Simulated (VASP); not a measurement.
A run of VASP 6.6.1 is set up as follows.

INCAR

```
  PREC = Accurate
  ENCUT = 520
  EDIFF = 1E-7
  ISMEAR = -1
  SIGMA = 0.05
  LREAL = False
  LASPH = True
  NELM = 80
  ALGO = Normal
  ISIF = 2
  LWAVE = False
  LCHARG = True
  GGA = B5
  ALDAX = 1.0
  AGGAX = 1.0
  AGGAC = 1.0
  ALDAC = 0.0
  LELF = True
  LVHAR = True
  NBANDS = 11
```

The input KPOINTS:

```
Automatic mesh
0
Gamma
  13 13 13
```

File POSCAR:

```
BN
1.0
    0.0000000000      1.8239307038      1.8239307038
    1.8239307038      0.0000000000      1.8239307038
    1.8239307038      1.8239307038      0.0000000000
N B
1 1
Direct
    0.2500000000      0.2500000000      0.2500000000
    0.0000000000      0.0000000000      0.0000000000
```

Potentials or basis: VASP PAW PBE potentials, release 64 (N, B).

Run with:

```sh
$ cat potpaw_PBE.64/N/POTCAR potpaw_PBE.64/B/POTCAR > POTCAR
$ mpirun -np 1 vasp_std > vasp.out
```

Q: Estimate the pressure.

A: -0.2 GPa.

Q: Estimate the band gap on the k mesh.

A: 4.91 eV, indirect (least direct gap 8.80 eV).

Caveat: the PAW data sets were made with another functional, which shifts forces and pressure a little. A k mesh can miss the band edges.
